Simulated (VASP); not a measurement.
Ta: single point with LDA

Ta:

```xyz
2
Lattice="2.9821 0.0000 0.0000 -1.4911 2.5826 0.0000 0.0000 0.0000 4.8869" Properties=species:S:1:pos:R:3 pbc="T T T"
Ta    1.4911    0.8609    3.6652
Ta    0.0000    1.7217    1.2217
```

This isn't the form of Ta at room conditions, which is bcc.

This cell differs from its parent crystal: ratio of the length along z to the lengths across it x 0.92, volume and fractional coordinates fixed.

```
Program             : VASP 6.6.1
Task                : single point
Functional          : LDA
Potentials or basis : VASP PAW LDA potentials, release 64 (Ta_pv)
Cutoff              : 520 eV
k mesh              : 21 × 21 × 10
Occupations         : gaussian, width 0.15 eV
Spin                : no spin polarisation
```

| Quantity | Value |
| --- | --- |
| Pressure | -11.4 GPa |
| Band gap on the k mesh | zero (bands 11 and 12 overlap by 2.08 eV) |

Stress tensor (GPa, compression positive):
```
-14.96   0.00   0.00
  0.00 -14.96   0.00
  0.00   0.00  -4.23
```

Levels at points of the mesh, in eV from the Fermi level:
```csv
k point,band 7,band 8,band 9,band 10,band 11,band 12,band 13,band 14,band 15,band 16
"(0.00, 0.00, 0.00)",-8.16,-4.72,0.21,0.33,0.33,0.68,1.09,1.09,2.12,2.12
"(0.00, 0.00, 0.50)",-6.09,-6.09,-0.75,-0.75,0.26,0.26,0.26,0.26,4.16,4.16
```

It took 2.3 min on 1 thread of AMD EPYC 9R45 96-Core Processor (Zen 5), with other jobs on the host, peak memory 0.23 GiB.

Caveat: the cell stands under tension; spin-orbit coupling is left out, which moves the levels of the heavy elements.
